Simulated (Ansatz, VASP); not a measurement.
LiS3: VASP beside Ansatz

```
Li S
1.0
     4.40306    0.00000    0.00000
     0.00000    4.40306    0.00000
     0.00000    0.00000    4.40306
Li S
1 3
Direct
  0.00000 0.00000 0.00000
  0.50000 0.00000 0.00000
  0.00000 0.50000 0.00000
  0.00000 0.00000 0.50000
```

Alike in both runs: task relaxation of cell and atoms; functional PBE; k mesh 10 × 10 × 10; occupations gaussian, width 0.1 eV; no spin polarisation.

```csv
,VASP,Ansatz
version,VASP 6.6.1,Ansatz 0.2.0
potentials or method,"VASP PAW PBE potentials, release 64 (Li_sv, S), cutoff 600 eV","scalar-relativistic, plane waves, PAW"
valence electrons in the cell,21,21
```

Ansatz gave:

- gap on the k mesh at the Fermi level, each at its own relaxed structure (eV): none
- relaxed volume (Å³/atom): 21.44
- relaxed cell length with the largest relative difference (Å): 4.410

Estimate VASP's values.

gap on the k mesh at the Fermi level, each at its own relaxed structure (eV): none; relaxed volume (Å³/atom): 21.41; relaxed cell length with the largest relative difference (Å): 4.408.

A gap of «none» marks a metal or a gap that the smearing closes.

Noted on VASP's run: the cutoff is short for stress, so the pressure is rough.
